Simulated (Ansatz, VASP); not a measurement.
## Mo3P2 in VASP and in Ansatz

```
Mo P
1.0
     3.21803    1.85793    4.27147
    -3.21803    1.85793    4.27147
     0.00000   -3.71586    4.27147
Mo P
6 4
Direct
  0.01999 0.48001 0.75000
  0.75000 0.01999 0.48001
  0.48001 0.75000 0.01999
  0.98001 0.51999 0.25000
  0.25000 0.98001 0.51999
  0.51999 0.25000 0.98001
  0.88967 0.88967 0.88967
  0.61033 0.61033 0.61033
  0.11033 0.11033 0.11033
  0.38967 0.38967 0.38967
```

Alike in both runs: functional PBE; k mesh 9 × 9 × 9; occupations gaussian, width 0.1 eV; no spin polarisation.

Ansatz relaxed the structure, and its values are those at the end. VASP's run is a single point on that final structure, the one shown.

|  | VASP | Ansatz |
| --- | --- | --- |
| version | VASP 6.6.1 | Ansatz 0.2.0 |
| potentials or method | VASP PAW PBE potentials, release 64 (Mo_sv, P), cutoff 520 eV | scalar-relativistic, plane waves, PAW |
| valence electrons in the cell | 104 | 104 |

Ansatz gave:

```
gap on the k mesh at the Fermi level (eV) : none
pressure (GPa)                            : 0.0
```

What did VASP give for the same quantities?

gap on the k mesh at the Fermi level (eV): none; pressure (GPa): 0.1.

A gap of «none» marks a metal or a gap that the smearing closes. The functional is the same, so the differences come from potentials, cutoffs and numerics.
